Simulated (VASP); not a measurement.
Wanted: the native input for a VASP 6.6.1 run.

* Task: single point
* Functional: PBE
* Potentials or basis: VASP PAW PBE potentials, release 64 (Ga_d, P)
* Cutoff: 520 eV
* k mesh: 2 × 2 × 2
* Occupations: gaussian, width 0.01 eV
* Spin: collinear spin
* Starting moments: [0.0, 0.0, 0.0, 0.0, 0.0, 0.0, 0.0, 0.75, 0.0, 0.0, 0.0, 0.75, 0.75, 0.75, 0.0] μB
* Dipole correction: no
* Further INCAR settings: LREAL = Auto; ALGO = Normal; EDIFF = 1e-07; NBANDS = 82

The structure of Ga7P8 (a cell with a defect) lies in POSCAR:

```
Ga7P8
1.0
    0.0000000000      5.5051169764     -5.5051169764
    5.5051169764      5.5051169764      0.0000000000
    5.5051169764      0.0000000000     -5.5051169764
Ga P
7 8
Direct
    0.4990699641      0.0009300359     -0.0009300359
    1.0009300359      0.4990699641     -0.0009300359
    1.0009300359      0.0009300359     -0.0009300359
    0.4990699641      0.4990699641      0.5009300359
    0.4990699641      0.0009300359      0.5009300359
    1.0009300359      0.4990699641      0.5009300359
    1.0000000000      0.0000000000      0.5000000000
    0.3760519483      0.3760519483      0.3718441550
    0.3755724221      0.8748091926      0.3748091926
    0.8748091926      0.3755724221      0.3748091926
    0.8748091926      0.8748091926      0.3748091926
    0.3760519483      0.3760519483      0.8760519483
    0.3760519483      0.8718441550      0.8760519483
    0.8718441550      0.3760519483      0.8760519483
    0.8748091926      0.8748091926      0.8755724221
```

This cell differs from its parent crystal: atoms taken out, then relaxed in part.

One way to write it, as run:

INCAR

```
SYSTEM = Ga7P8
PREC     = Accurate       ! precision mode
ENCUT    = 520            ! plane-wave cutoff, eV
EDIFF    = 1E-7           ! SCF threshold, eV
ISMEAR   = 0              ! smearing method
SIGMA    = 0.01           ! smearing width, eV
LREAL    = Auto         
LASPH    = .True.         ! aspherical terms in the spheres
NELM     = 150            ! most SCF steps
ALGO     = Normal         ! electronic algorithm
ISIF     = 2              ! what is computed and relaxed
LWAVE    = .False.        ! write WAVECAR
LCHARG   = .False.        ! write CHGCAR
ISPIN    = 2              ! spin polarisation
MAGMOM   = 0 0 0 0 0 0 0 0.75 0 0 0 0.75 0.75 0.75 0 ! initial moments
LORBIT   = 11             ! projections on sites
GGA      = PE             ! functional
NBANDS   = 82             ! bands
```

KPOINTS

```
Automatic mesh
0
Gamma
  2 2 2
  0 0 0
```

Potentials or basis: VASP PAW PBE potentials, release 64 (Ga_d, P).

Run with:

```console
$ cat potpaw_PBE.64/Ga_d/POTCAR potpaw_PBE.64/P/POTCAR > POTCAR
$ mpirun -np 1 vasp_std > vasp.out
```

Results of the run:

| Property | Result |
| --- | --- |
| Pressure | -1.2 GPa |
| Largest force | 0.040 eV/Å |
| Net moment | 1.25 μB per cell |
| Site moments | Ga +0.00; P +0.16, -0.00 (each value once) μB |
| Valence electrons inside the program's atomic spheres | Ga 11.67, 11.68 (each value once); P 2.46, 2.53 (each value once) |

Caveat: the k points lie up to 0.49 Å⁻¹ apart; the cell differs from its parent crystal (atoms taken out, then relaxed in part); a moment this small can come from the mesh or the smearing.

It took 28 min on 1 thread of Intel Xeon 8259CL (shared host), peak memory 0.68 GiB.
